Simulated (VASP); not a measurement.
## La7Si16 (a cell with a defect): single point with PBEsol

The system is La7Si16 (a cell with a defect).

```
Si La
1.0
     0.00000    8.63652    0.00000
     8.63652    0.00000    0.00000
     2.15913    2.15913   -6.93484
Si La
16 7
Direct
  0.20322 0.20788 0.17041
  0.08348 0.32263 0.67112
  0.16809 0.41655 0.33308
  0.29211 0.29245 0.83193
  0.20809 0.70777 0.16781
  0.08436 0.83732 0.66736
  0.16297 0.91657 0.33093
  0.29306 0.79323 0.83069
  0.70884 0.20836 0.16839
  0.58230 0.33262 0.66967
  0.66789 0.41848 0.32907
  0.79222 0.29232 0.83036
  0.70863 0.70873 0.16682
  0.58410 0.83228 0.66575
  0.67788 0.91717 0.32771
  0.79300 0.79805 0.82842
  0.37351 0.12541 0.50320
  0.00083 0.49899 0.00030
  0.37473 0.62566 0.49960
  0.50165 0.00003 0.99841
  0.87451 0.12607 0.49942
  0.50152 0.49929 0.99930
  0.87539 0.62692 0.49561
```

```json
{
  "Program": "VASP 6.6.1",
  "Task": "single point",
  "Functional": "PBEsol",
  "Potentials or basis": "VASP PAW PBE potentials, release 64 (Si, La)",
  "Cutoff": "520 eV",
  "k mesh": "2 × 2 × 2",
  "Occupations": "gaussian, width 0.1 eV",
  "Spin": "no spin polarisation",
  "Dipole correction": "no",
  "Further INCAR settings": "LREAL = Auto; ALGO = Normal; EDIFF = 1e-07; NBANDS = 88"
}
```

```
Pressure               : -3.0 GPa
Largest force          : 0.016 eV/Å
Band gap on the k mesh : zero (an odd number of electrons rules out a gap without spin polarisation)
```

Forces in eV/Å, atoms in the order of the input:
```
Si  -0.011 -0.007  0.000
Si  -0.001 -0.006 -0.007
Si   0.007 -0.001 -0.002
Si  -0.006 -0.006 -0.010
Si   0.001 -0.002 -0.007
Si   0.001 -0.002 -0.016
Si  -0.002 -0.001  0.011
Si  -0.005 -0.008 -0.001
Si   0.000  0.001 -0.008
Si   0.004  0.004 -0.005
Si  -0.011 -0.002  0.010
Si  -0.008  0.006  0.006
Si  -0.001  0.001  0.009
Si   0.006  0.003  0.005
Si   0.007 -0.003  0.003
Si  -0.004  0.006  0.003
La   0.005  0.011  0.001
La   0.004 -0.002 -0.005
La   0.001  0.010  0.012
La  -0.002  0.006  0.002
La   0.010 -0.001  0.003
La   0.000  0.000 -0.006
La   0.004 -0.006  0.002
```

Stress tensor (GPa, compression positive):
```
-3.32  0.05 -0.10
 0.05 -3.33 -0.11
-0.10 -0.11 -2.22
```

Levels at points of the mesh, in eV from the Fermi level:
```tsv
k point	band 66	band 67	band 68	band 69	band 70	band 71	band 72	band 73	band 74	band 75
(0.00, 0.00, 0.00)	-0.84	-0.83	-0.80	-0.70	-0.66	-0.63	-0.37	-0.31	0.33	0.75
(0.50, 0.00, 0.00)	-1.37	-0.71	-0.54	-0.36	-0.03	0.07	0.10	0.20	0.34	0.65
(0.00, 0.50, 0.00)	-1.37	-0.71	-0.54	-0.36	-0.03	0.07	0.10	0.20	0.34	0.66
(0.50, 0.50, 0.00)	-0.84	-0.65	-0.44	-0.09	0.01	0.26	0.29	0.39	0.48	0.51
(0.00, 0.00, 0.50)	-1.19	-0.84	-0.84	-0.68	-0.67	-0.53	-0.38	0.44	0.44	0.82
(0.50, 0.00, 0.50)	-1.44	-0.80	-0.79	-0.69	-0.52	-0.05	0.07	0.18	0.49	0.91
(0.00, 0.50, 0.50)	-1.44	-0.80	-0.79	-0.69	-0.52	-0.05	0.07	0.17	0.49	0.91
(0.50, 0.50, 0.50)	-1.37	-1.18	-0.83	0.31	0.50	0.60	0.64	0.77	0.79	0.82
```

Wall time 24 min on 1 thread of Oxide Virtual Turin-like Processor, on a shared host, peak memory 0.61 GiB.

Caveat: the k points lie up to 0.45 Å⁻¹ apart, too coarse for converged energies and pressures of a metal; the PAW data sets were made with another functional, which shifts forces and pressure a little; spin-orbit coupling is left out, which moves the levels of the heavy elements.
